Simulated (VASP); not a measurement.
Hf:

```
Hf
1.0
     3.19238    0.00000    0.00000
    -1.59619    2.76469    0.00000
     0.00000    0.00000    5.04504
Hf
2
Cartesian
  0.0000 1.8431 1.2613
  1.5962 0.9216 3.7838
```

```yaml
Program: VASP 6.6.1
Task: relaxation of cell and atoms
Functional: PBE
Dispersion: D3(BJ)
Potentials_or_basis: VASP PAW PBE potentials, release 64 (Hf_pv)
Cutoff: 600 eV
k_mesh: 15 × 15 × 8
Occupations: gaussian, width 0.1 eV
Spin: no spin polarisation
```

At the start: pressure -2.5 GPa; volume 22.26 Å³/atom.

Where does the relaxation end?

Over 3 steps the energy falls by 4.0 meV/atom and the volume is 21.76 Å³/atom (-2.2 %); space group P6_3/mmc (No. 194, to 0.05 Å).

Step by step:
| step | energy change (eV) | largest force (eV/Å) | pressure (GPa) | volume (Å³) |
| --- | --- | --- | --- | --- |
| 1 | 0.0000 | 0.0000 | -2.49 | 44.53 |
| 2 | 0.0040 | 0.0000 | 3.29 | 42.34 |
| 3 | -0.0079 | 0.0000 | -0.01 | 43.53 |

Final structure:
```xyz
2
Lattice="3.1684 0.0000 0.0000 -1.5842 2.7439 0.0000 0.0000 0.0000 5.0068" Properties=species:S:1:pos:R:3 pbc="T T T"
Hf    0.0000    1.8293    1.2517
Hf    1.5842    0.9146    3.7551
```

Caveat: pairwise dispersion overbinds metals, which lowers pressure and volume.
